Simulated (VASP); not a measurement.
**NaCl: single point with r2SCAN**

NaCl:

```
Na Cl
1.0
     0.00000    2.83175    2.83175
     2.83175    0.00000    2.83175
     2.83175    2.83175    0.00000
Na Cl
1 1
Direct
  0.00000 0.00000 0.00000
  0.50000 0.50000 0.50000
```

* Program: VASP 6.6.1
* Task: single point
* Functional: r2SCAN
* Potentials or basis: VASP PAW PBE potentials, release 64 (Na_pv, Cl)
* Cutoff: 550 eV
* k mesh: 6 × 6 × 6
* Occupations: gaussian, width 0.1 eV
* Spin: no spin polarisation

```yaml
Pressure: -1.0 GPa
Band_gap_on_the_k_mesh: 5.87 eV
```

Levels at points of the mesh, in eV from the valence-band top:
```csv
k point,band 5,band 6,band 7,band 8,band 9,band 10
"(0.00, 0.00, 0.00)",0.00,0.00,0.00,5.87,11.75,11.75
"(0.50, 0.00, 0.00)",-1.88,-0.27,-0.27,7.92,11.51,11.74
"(0.50, 0.50, 0.00)",-1.65,-0.59,-0.59,8.41,8.62,12.11
```

It took 95 s on 1 thread of AMD EPYC 7R43 64-Core Processor (Zen 3), with other jobs on the host, peak memory 0.14 GiB.

Caveat: the PAW data sets were made with another functional, which shifts forces and pressure a little. r2SCAN opens gaps a little over a GGA but as a rule still falls short of measured ones.
